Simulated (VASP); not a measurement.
KCl, 4 atoms in the cell. The structure is tetragonal, space group I4/mmm (No. 139). The conventional cell has a = 4.413 Å, b = 4.413 Å, c = 5.805 Å, α = 90.00°, β = 90.00°, γ = 90.00°. K (site symmetry 4/mmm) has 6 Cl at 2.90 to 3.12 Å within 3.8 Å. Cl (site symmetry 4/mmm) has 6 K at 2.90 to 3.12 Å within 3.8 Å. 

- Program: VASP 6.6.1
- Task: single point
- Functional: PBEsol
- Potentials or basis: VASP PAW PBE potentials, release 64 (K_sv, Cl)
- Cutoff: 520 eV
- k mesh: 6 × 6 × 6
- Occupations: gaussian, width 0.05 eV
- Spin: no spin polarisation
- Dipole correction: no
- Further INCAR settings: ALGO = Normal; EDIFF = 1e-06; NBANDS = 24

Potentials or basis: VASP PAW PBE potentials, release 64 (K_sv, Cl).

Launch:

```sh
$ cat potpaw_PBE.64/K_sv/POTCAR potpaw_PBE.64/Cl/POTCAR > POTCAR
$ mpirun -np 1 vasp_std > vasp.out
```

Hardware: 1 thread of Intel Xeon 8259CL, with other jobs on the host.

Question: How long does it take, and how much memory?

Answer: Wall time 5 min on 1 thread of Intel Xeon 8259CL (shared host), peak memory 0.32 GiB. Counts: scf iterations 14, k points 68.
